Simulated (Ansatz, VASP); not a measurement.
## Ca: VASP beside Ansatz

INCAR

```
PREC = Accurate
ENCUT = 520
EDIFF = 1E-6
ISMEAR = -1
SIGMA = 0.05
LREAL = False
LASPH = True
NELM = 60
ALGO = Normal
ISIF = 2
LWAVE = False
LCHARG = True
GGA = PS
LELF = True
LVHAR = True
NBANDS = 17
```

The input KPOINTS:

```
Automatic mesh
0
Gamma
  11 11 6
```

Contents of POSCAR:

```
Ca
1.0
    1.9972168119     -3.4401728064      0.0000000000
    1.9972168119      3.4401728064      0.0000000000
    0.0000000000      0.0000000000      6.5947677699
Ca
2
Direct
    0.8355866000      0.1644134000      0.2500000000
    0.1644134000      0.8355866000      0.7500000000
```

Input for Ansatz:

```yaml
crystal:
  lattice:
    - [1.9972168119, -3.4401728064, 0.0]
    - [1.9972168119, 3.4401728064, 0.0]
    - [0.0, 0.0, 6.5947677699]
  atoms:
    - { symbol: Ca, position: [0.8355866, 0.1644134, 0.25] }
    - { symbol: Ca, position: [0.1644134, 0.8355866, 0.75] }
kpoints:
  mp_grid: { grid: [11, 11, 6] }
scf:
  occupations: { method: fermi_dirac, width: 0.05 }
hamiltonian:
  xc: pbesol
  pseudopotentials: { kind: all_electron, lapw: { basis_error: 0.0005 } }
output:
  forces: true
  stress: true
  eigenvalues: true
```

Change from the starting cell: volume scaled by 1.04.

Alike in both runs: task single point; functional PBEsol; k mesh 11 × 11 × 6; occupations fermi-dirac, width 0.05 eV; no spin polarisation.

|  | VASP | Ansatz |
| --- | --- | --- |
| version | VASP 6.6.1 | Ansatz 0.2.0 |
| potentials or method | VASP PAW PBE potentials, release 64 (Ca_sv), cutoff 520 eV | all-electron LAPW, scalar-relativistic |

```tsv
	VASP	Ansatz	Ansatz less VASP
pressure (GPa)	-1.6	-1.6	0.00
traceless stress, the component that is largest in VASP (GPa)	0.17	0.17	0.000
rms of the force components (eV/Å)	0.009	0.009	0.0000
```

VASP's potentials were made for PBE, not for PBEsol. Atom by atom the forces differ by 0.000 eV/Å (rms over components). Ansatz ran all-electron here, and VASP with PAW potentials.
